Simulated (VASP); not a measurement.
# Cu (Fm-3m) in VASP: a series of runs

Cu is run at these levels: PBE; tasks: single point.

All numbers are computed with VASP 6.6.1; they aren't measurements. Logs are shortened: lines on timing, memory, paths and dates and some standing lists are left out, and cuts for length are marked.

## Step 1: The cell of the first run

It takes space group Fm-3m (No. 225, cubic). Conventional cell: a = 3.629 Å, b = 3.629 Å, c = 3.629 Å, α = 90.00°, β = 90.00°, γ = 90.00°. Within 3.4 Å of Cu (site symmetry m-3m) lie 12 Cu at 2.57 Å.

## Step 2: Single point, PBE

INCAR

```
SYSTEM = Cu
  ALGO = Normal
  EDIFF = 1E-7
  ENCUT = 520
  GGA = PE
  ISIF = 2
  ISMEAR = -1
  LASPH = .True.
  LCHARG = .False.
  LREAL = .False.
  LWAVE = .False.
  NBANDS = 12
  NELM = 100
  PREC = Accurate
  SIGMA = 1.0
```

KPOINTS

```
k-points
0
Gamma
  15 15 15
  0 0 0
```

POSCAR

```
Cu
1.0
    0.0000000000      1.8145751207      1.8145751207
    1.8145751207      0.0000000000      1.8145751207
    1.8145751207      1.8145751207      0.0000000000
Cu
1
Direct
    0.0000000000      0.0000000000      0.0000000000
```

Potentials or basis: VASP PAW PBE potentials, release 64 (Cu).

Command:

```bash
$ cat potpaw_PBE.64/Cu/POTCAR > POTCAR
$ mpirun -np 1 vasp_std > vasp.out
```

OUTCAR:

```text
SYSTEM = Cu
   EDIFF = 1E-7
   ENCUT = 520
   GGA = PE
   ISIF = 2
   ISMEAR = -1
   LASPH = .True.
   LREAL = .False.
   NELM = 100
   PREC = Accurate

 ion  position               nearest neighbor table
   1  0.000  0.000  0.000-

  LATTYP: Found a face centered cubic cell.
 ALAT       =     3.6291502414

  Lattice vectors:

 A1 = (   0.0000000000,   1.8145751207,   1.8145751207)
 A2 = (   1.8145751207,   0.0000000000,   1.8145751207)
 A3 = (   1.8145751207,   1.8145751207,   0.0000000000)

Analysis of symmetry for initial positions (statically):
=====================================================================
 Subroutine PRICEL returns:
 Original cell was already a primitive cell.

 Routine SETGRP: Setting up the symmetry group for a
 face centered cubic supercell.

 Subroutine GETGRP returns: Found 48 space group operations
 (whereof 48 operations were pure point group operations)
 out of a pool of 48 trial point group operations.

The static configuration has the point symmetry O_h .

Analysis of symmetry for dynamics (positions and initial velocities):
=====================================================================
 Subroutine PRICEL returns:
 Original cell was already a primitive cell.

 Routine SETGRP: Setting up the symmetry group for a
 face centered cubic supercell.

 Subroutine GETGRP returns: Found 48 space group operations
 (whereof 48 operations were pure point group operations)
 out of a pool of 48 trial point group operations.

The dynamic configuration has the point symmetry O_h .

 Subroutine INISYM returns: Found 48 space group operations
 (whereof 48 operations are pure point group operations),
 and found     1 'primitive' translations

----------------------------------------------------------------------------------------

                                     Primitive cell

  volume of cell :      11.9496

  direct lattice vectors                    reciprocal lattice vectors
     0.000000000  1.814575121  1.814575121    -0.275546597  0.275546597  0.275546597
     1.814575121  0.000000000  1.814575121     0.275546597 -0.275546597  0.275546597
     1.814575121  1.814575121  0.000000000     0.275546597  0.275546597 -0.275546597

  length of vectors
     2.566196746  2.566196746  2.566196746     0.477260706  0.477260706  0.477260706

  position of ions in fractional coordinates (direct lattice)
     0.000000000  0.000000000  0.000000000

  ion indices of the primitive-cell ions
   primitive index   ion index
                 1           1

----------------------------------------------------------------------------------------

 KPOINTS: k-points

Automatic generation of k-mesh.
 Grid dimensions read from file:
 generate k-points for:   15   15   15

 Generating k-lattice:

  Cartesian coordinates                     Fractional coordinates (reciprocal lattice)
    -0.018369773  0.018369773  0.018369773     0.066666667  0.000000000  0.000000000
     0.018369773 -0.018369773  0.018369773     0.000000000  0.066666667  0.000000000
     0.018369773  0.018369773 -0.018369773     0.000000000  0.000000000  0.066666667

  Length of vectors
     0.031817380  0.031817380  0.031817380

  Shift w.r.t. Gamma in fractional coordinates (k-lattice)
     0.000000000  0.000000000  0.000000000

 Subroutine IBZKPT returns following result:
 ===========================================

 Found    120 irreducible k-points:

 Following reciprocal coordinates:
            Coordinates               Weight
  0.000000  0.000000  0.000000      1.000000
  0.066667  0.000000  0.000000      8.000000
  0.133333  0.000000  0.000000      8.000000
  0.200000  0.000000  0.000000      8.000000
  0.266667  0.000000  0.000000      8.000000
  0.333333  0.000000  0.000000      8.000000
[... 16 lines left out ...]
  0.133333  0.133333  0.000000      6.000000
  0.200000  0.133333  0.000000     24.000000
 [... further k-points ...]
   k-points           NKPTS =    120   k-points in BZ     NKDIM =    120   number of bands    NBANDS=     12
   number of dos      NEDOS =    301   number of ions     NIONS =      1
   total plane-waves  NPLWV =   8000
   dimension x,y,z NGX =    20 NGY =   20 NGZ =   20
   dimension x,y,z NGXF=    40 NGYF=   40 NGZF=   40
   ions per type =               1
   NGX,Y,Z   is equivalent  to a cutoff of  12.96, 12.96, 12.96 a.u.
   NGXF,Y,Z  is equivalent  to a cutoff of  25.91, 25.91, 25.91 a.u.
 SYSTEM =  Cu
   PREC   = accura    normal or accurate (medium, high low for compatibility)
   ISTART =      0    job   : 0-new  1-cont  2-samecut
   ICHARG =      2    charge: 1-file 2-atom 10-const
   ISPIN  =      1    spin polarized calculation?
   LNONCOLLINEAR =      F non collinear calculations
   LSORBIT =      F    spin-orbit coupling
   LASPH  =      T    aspherical Exc in radial PAW
   ENCUT  =  520.0 eV  38.22 Ry    6.18 a.u.   4.77  4.77  4.77*2*pi/ulx,y,z
   NELM   =    100;   NELMIN=  2; NELMDL= -5     # of ELM steps
   EDIFF  = 0.1E-06   stopping-criterion for ELM
   LREAL  =      F    real-space projection
   EDIFFG = 0.1E-05   stopping-criterion for IOM
   NSW    =      0    number of steps for IOM
   IBRION =     -1    ionic relax: 0-MD 1-quasi-New 2-CG
   NFREE  =      0    steps in history (QN), initial steepest desc. (CG)
   ISIF   =      2    stress and relaxation
   ISYM   =      2    0-nonsym 1-usesym 2-fastsym
   POTIM  = 0.5000    time-step for ionic-motion
   TEBEG  =    0.0;   TEEND  =   0.0 temperature during run
   PSTRESS=    0.0 pullay stress
   NELECT =      11.0000    total number of electrons
   NUPDOWN=      -1.0000    fix difference up-down
   EMIN   =  10.00;   EMAX   =-10.00  energy-range for DOS
   EFERMI =   0.00;   METHOD = LEGACY
   ISMEAR =    -1;   SIGMA  =   1.00  broadening in eV -4-tet -1-fermi 0-gaus
   EFERMI_NEDOS =   21; number of points for ismear=-14 and -15
   IALGO  =     38    algorithm
   IMIX   =      4    mixing-type and parameters
     AMIX     =   0.40;   BMIX     =  1.00
     AMIX_MAG =   1.60;   BMIX_MAG =  1.00
  volume/ion in A,a.u.               =      11.95        80.64
  Fermi-wavevector in a.u.,A,eV,Ry     =   1.592529  3.009444 34.506411  2.536150
  Thomas-Fermi vector in A             =   2.690900
   LORBIT       =      0    0 simple, 1 ext, 2 COOP (PROOUT), +10 PAW based schemes
   GGA     = PE    functional components
   LHFCALC =     F    Hartree Fock is set to
   AEXX    =    0.0000 exact exchange contribution
   IVDW    =     0    specifies the selected vdW correction
   LEPSILON=     F    determine dielectric tensor
   LRPA    =     F    only Hartree local field effects (RPA)
 non-spin polarized calculation
  energy-cutoff  :      520.00
  volume of cell :       11.95
 maximum number of plane-waves:       332
   NGX =  9   NGY =  9   NGZ =  9

 number of electron      10.9999998 magnetization

 Free energy of the ion-electron system (eV)
  ---------------------------------------------------
  ext. energy  EPLUGINS =         0.00000000
  ---------------------------------------------------
  free energy    TOTEN  =        -4.54077496 eV

  energy without entropy =       -2.69136799  energy(sigma->0) =       -3.61607147

 E-fermi :   8.1749     XC(G=0): -12.7109

 val. band max:        7.9851112465   @ k =   0.4667   0.4000   0.0000
 cond. band min:       8.2213768943   @ k =  -0.4667   0.2667   0.0667
 fundamental gap:      0.2362656478
 Fermi energy:         8.1749410614

 k-point     1 :       0.0000    0.0000    0.0000
  band No.  band energies     occupation
      1      -1.8403      1.99991
      2       4.0602      1.96786
      3       4.0602      1.96786
      4       4.0602      1.96786
      5       4.8394      1.93125
      6       4.8394      1.93125
      7      29.9496      0.00000
      8      32.4624      0.00000
      9      32.4624      0.00000
     10      32.4624      0.00000
     11      34.8762      0.00000
     12      34.8762      0.00000

 k-point     2 :       0.0667    0.0000    0.0000
  band No.  band energies     occupation
      1      -1.6799      1.99990
      2       4.0289      1.96884
      3       4.0893      1.96693
      4       4.0893      1.96693
      5       4.8284      1.93198
      6       4.8284      1.93198
      7      28.8613      0.00000
      8      30.9409      0.00000
      9      31.9537      0.00000
     10      31.9537      0.00000
     11      35.6153      0.00000
     12      35.6153      0.00000

 k-point     3 :       0.1333    0.0000    0.0000
  band No.  band energies     occupation
      1      -1.2070      1.99983
      2       3.9490      1.97120
      3       4.1588      1.96459
      4       4.1588      1.96459
      5       4.8119      1.93306
      6       4.8119      1.93306
      7      25.6219      0.00000
      8      30.5044      0.00000
      9      31.1323      0.00000
     10      31.1323      0.00000
     11      36.8658      0.00000
     12      36.9884      0.00000
[... 286 lines left out ...]
 k-point    23 :       0.1333    0.1333    0.0000
  band No.  band energies     occupation
      1      -0.9985      1.99979
      2       3.8331      1.97431
      3       4.2533      1.96115
      4       4.2533      1.96115
      5       4.6424      1.94320
      6       4.9246      1.92537
      7      27.9917      0.00000
      8      28.1780      0.00000
      9      28.1780      0.00000
     10      30.0465      0.00000
     11      34.6689      0.00000
     12      38.6280      0.00000

 k-point    24 :       0.2000    0.1333    0.0000
  band No.  band energies     occupation
      1      -0.4444      1.99964
      2       3.7220      1.97698
      3       4.3200      1.95853
      4       4.3462      1.95745
      5       4.6103      1.94494
      6       4.9727      1.92184
      7      24.8691      0.00000
      8      27.1147      0.00000
      9      28.2235      0.00000
     10      30.3588      0.00000
     11      32.8907      0.00000
     12      38.7263      0.00000

 [... further k-points ...]

------------------------ aborting loop because EDIFF is reached ----------------------------------------

  FORCE on cell =-STRESS in cart. coord.  units (eV):
  Direction    XX          YY          ZZ          XY          YZ          ZX
  --------------------------------------------------------------------------------------
  -------------------------------------------------------------------------------------
  Total        0.8065794      0.8065794      0.8065794      0.0000000      0.0000000      0.0000000
  in kB      108.1441020    108.1441020    108.1441020      0.0000000      0.0000000      0.0000000
  external PRESSURE =     108.1441020 kB  Pullay stress =       0.0000000 kB

 VOLUME and BASIS-vectors are now :
 -----------------------------------------------------------------------------
  energy-cutoff  :      520.00
  volume of cell :       11.95
      direct lattice vectors                 reciprocal lattice vectors
     0.000000000  1.814575121  1.814575121    -0.275546597  0.275546597  0.275546597
     1.814575121  0.000000000  1.814575121     0.275546597 -0.275546597  0.275546597
     1.814575121  1.814575121  0.000000000     0.275546597  0.275546597 -0.275546597

 POSITION                                       TOTAL-FORCE (eV/Angst)
 -----------------------------------------------------------------------------------
      0.00000      0.00000      0.00000         0.000000     -0.000000      0.000000
 -----------------------------------------------------------------------------------
    total drift:                                0.000000      0.000000      0.000000

  FREE ENERGIE OF THE ION-ELECTRON SYSTEM (eV)
  ---------------------------------------------------
  free  energy   TOTEN  =        -4.5407749620 eV

  energy  without entropy=       -2.6913679866  energy(sigma->0) =       -3.61607147
```

Run time: 20 s. Hardware: 1 thread of Intel Xeon 8259CL, shared host; peak memory 0.13 GiB.

What came out:

- Free energy: -4.5408 eV
- Pressure: 10.8 GPa

Levels at points of the mesh, in eV from the Fermi level:
| k point | band 3 | band 4 | band 5 | band 6 | band 7 | band 8 | band 9 | band 10 |
| --- | --- | --- | --- | --- | --- | --- | --- | --- |
| (0.00, 0.00, 0.00) | -4.11 | -4.11 | -3.34 | -3.34 | 21.77 | 24.29 | 24.29 | 24.29 |

## Step 3: Single point, PBE

INCAR

```
PREC = Accurate
ENCUT = 520
EDIFF = 1E-6
ISMEAR = 0
SIGMA = 0.01
LREAL = F
LASPH = T
NELM = 60
ALGO = Normal
ISIF = 2
LWAVE = F
LCHARG = F
GGA = PE
NBANDS = 12
```

KPOINTS

```
Automatic mesh
0
Gamma
  15 15 15
```

POSCAR is that of step 2.

Potentials or basis: VASP PAW PBE potentials, release 64 (Cu).

Command:

```bash
$ cat potpaw_PBE.64/Cu/POTCAR > POTCAR
$ mpirun -np 1 vasp_std > vasp.out
```

Run time: 19 s. Hardware: 1 thread of Intel Xeon 8259CL, shared host; peak memory 0.14 GiB.

The run converged. Its results:

```yaml
Free_energy: -3.7258 eV
Pressure: 0.4 GPa
```

Levels at points of the mesh, in eV from the Fermi level:
```csv
k point,band 4,band 5,band 6,band 7,band 8,band 9
"(0.00, 0.00, 0.00)",-3.12,-2.32,-2.32,22.38,24.93,24.93
```

## Step 4: Single point, PBE

INCAR

```
ALGO     = Normal         # electronic algorithm
EDIFF    = 1E-6           # SCF threshold, eV
ENCUT    = 520            # plane-wave cutoff, eV
GGA      = PE             # functional
ISIF     = 2              # what is computed and relaxed
ISMEAR   = 0              # smearing method
LASPH    = T              # aspherical terms in the spheres
LCHARG   = T              # write CHGCAR
LELF     = T              # ELF
LREAL    = F              # projectors in reciprocal space
LVHAR    = T            
LWAVE    = F              # write WAVECAR
NBANDS   = 12             # bands
NELM     = 60             # most SCF steps
PREC     = Accurate       # precision mode
SIGMA    = 0.03           # smearing width, eV
```

KPOINTS

```
k-points
0
Gamma
  15 15 15
```

POSCAR is that of step 3.

Command:

```bash
$ cat potpaw_PBE.64/Cu/POTCAR > POTCAR
$ mpirun -np 1 vasp_std > vasp.out
```

It took 25 s on 1 thread of Intel Xeon 8259CL, shared host; peak memory 0.14 GiB.

It converged, with:

```yaml
Free_energy: -3.7260 eV
Pressure: 0.4 GPa
```

Levels at points of the mesh, in eV from the Fermi level:
```
           k point  band 3  band 4  band 5  band 6  band 7  band 8  band 9  band 10
(0.00, 0.00, 0.00)   -3.12   -3.12   -2.32   -2.32   22.38   24.93   24.93    24.93
```

## Step 5: The runs side by side

```csv
smearing,gap on the mesh (eV),pressure (GPa)
fermi-dirac 1 eV,none,10.8
gaussian 0.01 eV,none,0.4
gaussian 0.03 eV,none,0.4
```

Alike in all rows: task single point; level PBE; potentials or basis VASP PAW PBE potentials, release 64 (Cu); no spin polarisation; cell as given; k mesh 15 × 15 × 15; cutoff (eV) 520.

Every run on the cell as given and a fine mesh finds a metal.

Absolute energies hang on the potentials; compare differences alone.
